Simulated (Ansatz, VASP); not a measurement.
One calculation of TiO2, two programs

Contents of INCAR:

```
PREC = Accurate
ENCUT = 520
EDIFF = 1E-6
ISMEAR = 0
SIGMA = 0.02
LREAL = False
LASPH = True
NELM = 150
ALGO = Normal
ISIF = 2
LWAVE = False
LCHARG = False
ISPIN = 2
MAGMOM = 1 1 0 0 0 0
LORBIT = 11
LMAXMIX = 4
LDAU = True
LDAUTYPE = 2
LDAUL = 2 -1
LDAUU = 4 0
LDAUJ = 0 0
LDAUPRINT = 1
GGA = PE
NBANDS = 37
```

The input KPOINTS:

```
Automatic mesh
0
Gamma
  6 6 10
```

File POSCAR:

```
TiO2
1.0
    4.6432750094      0.0000000000      0.0000000000
    0.0000000000      4.6432750094      0.0000000000
    0.0000000000      0.0000000000      2.9638820250
Ti O
2 4
Direct
    0.0000000000      0.0000000000      0.0000000000
    0.5000000000      0.5000000000      0.5000000000
    0.3051282522      0.3051282522      0.0000000000
    0.1948717478      0.8051282522      0.5000000000
    0.6948717478      0.6948717478      0.0000000000
    0.8051282522      0.1948717478      0.5000000000
```

Input for Ansatz:

```yaml
crystal:
  lattice:
    - [4.6432750094, 0.0, 0.0]
    - [0.0, 4.6432750094, 0.0]
    - [0.0, 0.0, 2.963882025]
  atoms:
    - { symbol: Ti, position: [0.0, 0.0, 0.0], spin: 1.0 }
    - { symbol: Ti, position: [0.5, 0.5, 0.5], spin: 1.0 }
    - { symbol: O, position: [0.3051282522, 0.3051282522, 0.0] }
    - { symbol: O, position: [0.1948717478, 0.8051282522, 0.5] }
    - { symbol: O, position: [0.6948717478, 0.6948717478, 0.0] }
    - { symbol: O, position: [0.8051282522, 0.1948717478, 0.5] }
basis:
  ecutwfc: 420
kpoints:
  mp_grid: { grid: [6, 6, 10] }
  band_path:
    path:
      - [[0.0, 0.0, 0.0], [0.0, 0.5, 0.0], [0.5, 0.5, 0.0], [0.0, 0.0, 0.0], [0.0, 0.0, 0.5], [0.0, 0.5, 0.5], [0.5, 0.5, 0.5], [0.0, 0.0, 0.5]]
      - [[0.0, 0.5, 0.0], [0.0, 0.5, 0.5]]
      - [[0.5, 0.5, 0.0], [0.5, 0.5, 0.5]]
    npoints: 14
hamiltonian:
  xc: pbe
  hubbard: { sites: [{ species: Ti, l: d, u_eff: 4.0 }] }
scf:
  occupations: { method: gaussian, width: 0.02 }
  n_extra_bands: 15
output:
  forces: true
  stress: true
  eigenvalues: true
  populations: true
  dos: { projected: true, de: 0.02, nscf_kmesh: { grid: [9, 9, 15] } }
  bader: true
  write_density: true
  write_potential: true
  elf: true
  volumetric_format: npy
magnetization:
  spin_polarized: true
```

Alike in both runs: task single point; functional PBE; k mesh 6 × 6 × 10; occupations gaussian, width 0.02 eV; collinear spin; Hubbard terms Ti d U = 4.0 eV.

```csv
,VASP,Ansatz
version,VASP 6.6.1,Ansatz 0.2.0
potentials or method,"VASP PAW PBE potentials, release 64 (Ti_sv, O), cutoff 520 eV","scalar-relativistic, plane waves, PAW"
valence electrons in the cell,48,48
```

```tsv
	VASP	Ansatz	Ansatz less VASP
gap on the k mesh at the Fermi level (eV)	2.33	2.28	-0.053
least direct gap on the mesh (eV)	2.34	2.33	-0.019
pressure (GPa)	7.7	3.4	-4.25
traceless stress, the component that is largest in VASP (GPa)	3.72	3.12	-0.601
rms of the force components (eV/Å)	0.081	0.003	-0.0783
net moment per atom (μB)	0.00	0.00	0.000
```

The programs project onto different local orbitals, so the same U acts differently, and such runs can settle in different states. Atom by atom the forces differ by 0.078 eV/Å (rms over components). Ansatz's warnings: seeded moment not kept.
